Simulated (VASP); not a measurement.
# GaN (F-43m) in VASP: single point with PBEsol

Aim: the single point of GaN with PBEsol.

Everything below comes from runs of VASP 6.6.1. Logs are shortened: lines on timing, memory, paths and dates and some standing lists are left out, and cuts for length are marked.

### 1 The cell of the first run

Symmetry: F-43m, No. 216, cubic system. Conventional cell: a = 4.498 Å, b = 4.498 Å, c = 4.498 Å, α = 90.00°, β = 90.00°, γ = 90.00°. Within 2.6 Å of Ga (site symmetry -43m) lie 4 N at 1.95 Å. N (site symmetry -43m) has 4 Ga at 1.95 Å within 2.6 Å.

### 2 Single point, PBEsol

The input, INCAR:

```
SYSTEM = GaN
  PREC = Accurate
  ENCUT = 520
  EDIFF = 1E-6
  ISMEAR = 0
  SIGMA = 0.02
  LREAL = .FALSE.
  LASPH = .TRUE.
  NELM = 100
  ALGO = Normal
  ISIF = 2
  LWAVE = .FALSE.
  LCHARG = .FALSE.
  GGA = PS
  NBANDS = 16
```

The input, KPOINTS:

```
regular mesh
0
G
  10 10 10
  0 0 0
```

The input, POSCAR:

```
GaN
1.0
    0.0000000000      2.2491150713      2.2491150713
    2.2491150713      0.0000000000      2.2491150713
    2.2491150713      2.2491150713      0.0000000000
Ga N
1 1
Direct
    0.0000000000      0.0000000000      0.0000000000
    0.2500000000      0.2500000000      0.2500000000
```

Potentials or basis: VASP PAW PBE potentials, release 64 (Ga_d, N).

Started as:

```
cat potpaw_PBE.64/Ga_d/POTCAR potpaw_PBE.64/N/POTCAR > POTCAR
mpirun -np 1 vasp_std > vasp.out
```

OUTCAR:

```text
SYSTEM = GaN
   PREC = Accurate
   ENCUT = 520
   EDIFF = 1E-6
   ISMEAR = 0
   LREAL = .FALSE.
   LASPH = .TRUE.
   NELM = 100
   ISIF = 2
   GGA = PS

 ion  position               nearest neighbor table
   1  0.000  0.000  0.000-   2 1.95   2 1.95   2 1.95   2 1.95
   2  0.250  0.250  0.250-   1 1.95   1 1.95   1 1.95   1 1.95

  LATTYP: Found a face centered cubic cell.
 ALAT       =     4.4982301426

  Lattice vectors:

 A1 = (   0.0000000000,   2.2491150713,   2.2491150713)
 A2 = (   2.2491150713,   0.0000000000,   2.2491150713)
 A3 = (   2.2491150713,   2.2491150713,   0.0000000000)

Analysis of symmetry for initial positions (statically):
=====================================================================
 Subroutine PRICEL returns:
 Original cell was already a primitive cell.

 Routine SETGRP: Setting up the symmetry group for a
 face centered cubic supercell.

 Subroutine GETGRP returns: Found 24 space group operations
 (whereof 24 operations were pure point group operations)
 out of a pool of 48 trial point group operations.

The static configuration has the point symmetry T_d .

Analysis of symmetry for dynamics (positions and initial velocities):
=====================================================================
 Subroutine PRICEL returns:
 Original cell was already a primitive cell.

 Routine SETGRP: Setting up the symmetry group for a
 face centered cubic supercell.

 Subroutine GETGRP returns: Found 24 space group operations
 (whereof 24 operations were pure point group operations)
 out of a pool of 48 trial point group operations.

The dynamic configuration has the point symmetry T_d .

 Subroutine INISYM returns: Found 24 space group operations
 (whereof 24 operations are pure point group operations),
 and found     1 'primitive' translations

----------------------------------------------------------------------------------------

                                     Primitive cell

  volume of cell :      22.7544

  direct lattice vectors                    reciprocal lattice vectors
     0.000000000  2.249115071  2.249115071    -0.222309657  0.222309657  0.222309657
     2.249115071  0.000000000  2.249115071     0.222309657 -0.222309657  0.222309657
     2.249115071  2.249115071  0.000000000     0.222309657  0.222309657 -0.222309657

  length of vectors
     3.180729037  3.180729037  3.180729037     0.385051621  0.385051621  0.385051621

  position of ions in fractional coordinates (direct lattice)
     0.000000000  0.000000000  0.000000000
     0.250000000  0.250000000  0.250000000

  ion indices of the primitive-cell ions
   primitive index   ion index
                 1           1
                 2           2

----------------------------------------------------------------------------------------

 KPOINTS: regular mesh

Automatic generation of k-mesh.
 Grid dimensions read from file:
 generate k-points for:   10   10   10

 Generating k-lattice:

  Cartesian coordinates                     Fractional coordinates (reciprocal lattice)
    -0.022230966  0.022230966  0.022230966     0.100000000  0.000000000  0.000000000
     0.022230966 -0.022230966  0.022230966     0.000000000  0.100000000  0.000000000
     0.022230966  0.022230966 -0.022230966     0.000000000  0.000000000  0.100000000

  Length of vectors
     0.038505162  0.038505162  0.038505162

  Shift w.r.t. Gamma in fractional coordinates (k-lattice)
     0.000000000  0.000000000  0.000000000

 Subroutine IBZKPT returns following result:
 ===========================================

 Found     47 irreducible k-points:

 Following reciprocal coordinates:
            Coordinates               Weight
  0.000000  0.000000  0.000000      1.000000
  0.100000  0.000000  0.000000      8.000000
  0.200000  0.000000  0.000000      8.000000
  0.300000  0.000000  0.000000      8.000000
  0.400000  0.000000  0.000000      8.000000
  0.500000  0.000000  0.000000      4.000000
[... 16 lines left out ...]
  0.300000  0.300000  0.000000      6.000000
  0.400000  0.300000  0.000000     24.000000
 [... further k-points ...]
   k-points           NKPTS =     47   k-points in BZ     NKDIM =     47   number of bands    NBANDS=     16
   number of dos      NEDOS =    301   number of ions     NIONS =      2
   total plane-waves  NPLWV =  13824
   dimension x,y,z NGX =    24 NGY =   24 NGZ =   24
   dimension x,y,z NGXF=    48 NGYF=   48 NGZF=   48
   ions per type =               1   1
   NGX,Y,Z   is equivalent  to a cutoff of  12.54, 12.54, 12.54 a.u.
   NGXF,Y,Z  is equivalent  to a cutoff of  25.09, 25.09, 25.09 a.u.
 SYSTEM =  GaN
   PREC   = accura    normal or accurate (medium, high low for compatibility)
   ISTART =      0    job   : 0-new  1-cont  2-samecut
   ICHARG =      2    charge: 1-file 2-atom 10-const
   ISPIN  =      1    spin polarized calculation?
   LNONCOLLINEAR =      F non collinear calculations
   LSORBIT =      F    spin-orbit coupling
   LASPH  =      T    aspherical Exc in radial PAW
   ENCUT  =  520.0 eV  38.22 Ry    6.18 a.u.   5.91  5.91  5.91*2*pi/ulx,y,z
   NELM   =    100;   NELMIN=  2; NELMDL= -5     # of ELM steps
   EDIFF  = 0.1E-05   stopping-criterion for ELM
   LREAL  =      F    real-space projection
   EDIFFG = 0.1E-04   stopping-criterion for IOM
   NSW    =      0    number of steps for IOM
   IBRION =     -1    ionic relax: 0-MD 1-quasi-New 2-CG
   NFREE  =      0    steps in history (QN), initial steepest desc. (CG)
   ISIF   =      2    stress and relaxation
   ISYM   =      2    0-nonsym 1-usesym 2-fastsym
   POTIM  = 0.5000    time-step for ionic-motion
   TEBEG  =    0.0;   TEEND  =   0.0 temperature during run
   PSTRESS=    0.0 pullay stress
   NELECT =      18.0000    total number of electrons
   NUPDOWN=      -1.0000    fix difference up-down
   EMIN   =  10.00;   EMAX   =-10.00  energy-range for DOS
   EFERMI =   0.00;   METHOD = LEGACY
   ISMEAR =     0;   SIGMA  =   0.02  broadening in eV -4-tet -1-fermi 0-gaus
   EFERMI_NEDOS =   21; number of points for ismear=-14 and -15
   IALGO  =     38    algorithm
   IMIX   =      4    mixing-type and parameters
     AMIX     =   0.40;   BMIX     =  1.00
     AMIX_MAG =   1.60;   BMIX_MAG =  1.00
  volume/ion in A,a.u.               =      11.38        76.78
  Fermi-wavevector in a.u.,A,eV,Ry     =   1.514063  2.861164 31.189822  2.292387
  Thomas-Fermi vector in A             =   2.623771
   LORBIT       =      0    0 simple, 1 ext, 2 COOP (PROOUT), +10 PAW based schemes
   GGA     = PS    functional components
   LHFCALC =     F    Hartree Fock is set to
   AEXX    =    0.0000 exact exchange contribution
   IVDW    =     0    specifies the selected vdW correction
   LEPSILON=     F    determine dielectric tensor
   LRPA    =     F    only Hartree local field effects (RPA)
 non-spin polarized calculation
 Gauss-broadening in eV      SIGMA  =   0.02
  energy-cutoff  :      520.00
  volume of cell :       22.75
 maximum number of plane-waves:       622
   NGX = 11   NGY = 11   NGZ = 11

 number of electron      18.0000008 magnetization

 Free energy of the ion-electron system (eV)
  ---------------------------------------------------
  ext. energy  EPLUGINS =         0.00000000
  ---------------------------------------------------
  free energy    TOTEN  =       -13.12251788 eV

  energy without entropy =      -13.12251788  energy(sigma->0) =      -13.12251788

 E-fermi :   5.3755     XC(G=0): -11.9334

 val. band max:        5.2131763524   @ k =   0.0000   0.0000   0.0000
 cond. band min:       6.9335472363   @ k =   0.0000   0.0000   0.0000
 fundamental gap:      1.7203708838
 Fermi energy:         5.3754591065

 k-point     1 :       0.0000    0.0000    0.0000
  band No.  band energies     occupation
      1     -10.7692      2.00000
      2      -8.1951      2.00000
      3      -8.1951      2.00000
      4      -8.1951      2.00000
      5      -7.8640      2.00000
      6      -7.8640      2.00000
[... 8 lines left out ...]
     15      23.9494      0.00000
     16      23.9494      0.00000

 k-point     2 :       0.1000    0.0000    0.0000
  band No.  band energies     occupation
      1     -10.6550      2.00000
      2      -8.1810      2.00000
      3      -8.1810      2.00000
      4      -8.1580      2.00000
      5      -7.8654      2.00000
      6      -7.8654      2.00000
[... 8 lines left out ...]
     15      22.6710      0.00000
     16      22.6710      0.00000

 k-point     3 :       0.2000    0.0000    0.0000
  band No.  band energies     occupation
      1     -10.3653      2.00000
      2      -8.1484      2.00000
      3      -8.1484      2.00000
      4      -8.0002      2.00000
      5      -7.8643      2.00000
      6      -7.8643      2.00000
[... 8 lines left out ...]
     15      21.9049      0.00000
     16      21.9049      0.00000

 k-point     4 :       0.3000    0.0000    0.0000
  band No.  band energies     occupation
      1     -10.0529      2.00000
      2      -8.1195      2.00000
      3      -8.1195      2.00000
      4      -7.8504      2.00000
      5      -7.8504      2.00000
      6      -7.6069      2.00000
[... 8 lines left out ...]
     15      22.3978      0.00000
     16      22.3978      0.00000
[... 324 lines left out ...]
 k-point    22 :      -0.2000    0.2000    0.0000
  band No.  band energies     occupation
      1      -9.9571      2.00000
      2      -8.1033      2.00000
      3      -8.0876      2.00000
      4      -7.8873      2.00000
      5      -7.8800      2.00000
      6      -7.4274      2.00000
[... 8 lines left out ...]
     15      22.5004      0.00000
     16      25.6868      0.00000

 k-point    23 :       0.3000    0.3000    0.0000
  band No.  band energies     occupation
      1      -9.8656      2.00000
      2      -8.0472      2.00000
      3      -7.9993      2.00000
      4      -7.9993      2.00000
      5      -7.8122      2.00000
      6      -7.4164      2.00000
[... 8 lines left out ...]
     15      27.2264      0.00000
     16      27.6501      0.00000

 k-point    24 :       0.4000    0.3000    0.0000
  band No.  band energies     occupation
      1      -9.7400      2.00000
      2      -8.0651      2.00000
      3      -7.9641      2.00000
      4      -7.9633      2.00000
      5      -7.8017      2.00000
      6      -6.9562      2.00000
[... 8 lines left out ...]
     15      27.5013      0.00000
     16      27.6098      0.00000

 [... further k-points ...]
[... 5 lines left out ...]
  --------------------------------------------------------------------------------------
  -------------------------------------------------------------------------------------
  Total       -0.0322463     -0.0322463     -0.0322463     -0.0000000      0.0000000     -0.0000000
  in kB       -2.2705226     -2.2705226     -2.2705226     -0.0000000      0.0000000     -0.0000000
  external PRESSURE =      -2.2705226 kB  Pullay stress =       0.0000000 kB

 VOLUME and BASIS-vectors are now :
 -----------------------------------------------------------------------------
  energy-cutoff  :      520.00
  volume of cell :       22.75
      direct lattice vectors                 reciprocal lattice vectors
     0.000000000  2.249115071  2.249115071    -0.222309657  0.222309657  0.222309657
     2.249115071  0.000000000  2.249115071     0.222309657 -0.222309657  0.222309657
     2.249115071  2.249115071  0.000000000     0.222309657  0.222309657 -0.222309657

 POSITION                                       TOTAL-FORCE (eV/Angst)
 -----------------------------------------------------------------------------------
      0.00000      0.00000      0.00000         0.000000      0.000000      0.000000
      1.12456      1.12456      1.12456        -0.000000     -0.000000     -0.000000
 -----------------------------------------------------------------------------------
    total drift:                                0.000001      0.000001      0.000001

  FREE ENERGIE OF THE ION-ELECTRON SYSTEM (eV)
  ---------------------------------------------------
  free  energy   TOTEN  =       -13.1225178836 eV

  energy  without entropy=      -13.1225178836  energy(sigma->0) =      -13.12251788
```

Wall time 7.6 s (1 thread of Intel Xeon 6975P-C (Granite Rapids), shared host); peak memory 0.14 GiB.

Results:

* Free energy: -13.1225 eV
* Pressure: -0.2 GPa
* Band gap on the k mesh: 1.72 eV, direct

Caveat: the PAW data sets were made with another functional, which shifts forces and pressure a little. PBEsol gaps usually lie below the measured ones, often by a third to a half.
